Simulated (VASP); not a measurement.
A run of VASP 6.6.1:

INCAR

```
SYSTEM = C
ALGO     = Normal         ! electronic algorithm
EDIFF    = 1E-6           ! SCF threshold, eV
ENCUT    = 600            ! plane-wave cutoff, eV
GGA      = CA             ! functional
GGA_COMPAT= .FALSE.      
ISIF     = 2              ! what is computed and relaxed
ISMEAR   = 0              ! smearing method
LASPH    = .TRUE.         ! aspherical terms in the spheres
LCHARG   = .FALSE.        ! write CHGCAR
LREAL    = .FALSE.        ! projectors in reciprocal space
LWAVE    = .FALSE.        ! write WAVECAR
NBANDS   = 11             ! bands
NELM     = 120            ! most SCF steps
PREC     = Accurate       ! precision mode
SIGMA    = 0.1            ! smearing width, eV
```

KPOINTS

```
k-points
0
G
  8 8 8
  0 0 0
```

File POSCAR:

```
C
1.0
    0.0000000000      1.7800000000      1.7800000000
    1.7800000000      0.0000000000      1.7800000000
    1.7800000000      1.7800000000      0.0000000000
C
2
Direct
    0.0000000000      0.0000000000      0.0000000000
    0.2500000000      0.2500000000      0.2500000000
```

Potentials or basis: VASP PAW LDA potentials, release 64 (C).

Run with:

```console
$ cat potpaw_LDA.64/C/POTCAR > POTCAR
$ mpirun -np 1 vasp_std > vasp.out
```

Hardware: 1 thread of AMD EPYC 9R45 96-Core Processor (Zen 5), with other jobs on the host.

Problem. Estimate the wall time of this run.

Solution. Run time: 2.1 s on 1 thread of AMD EPYC 9R45 96-Core Processor (Zen 5), on a shared host, peak memory 0.08 GiB. Counts: scf iterations 11, k points 29.
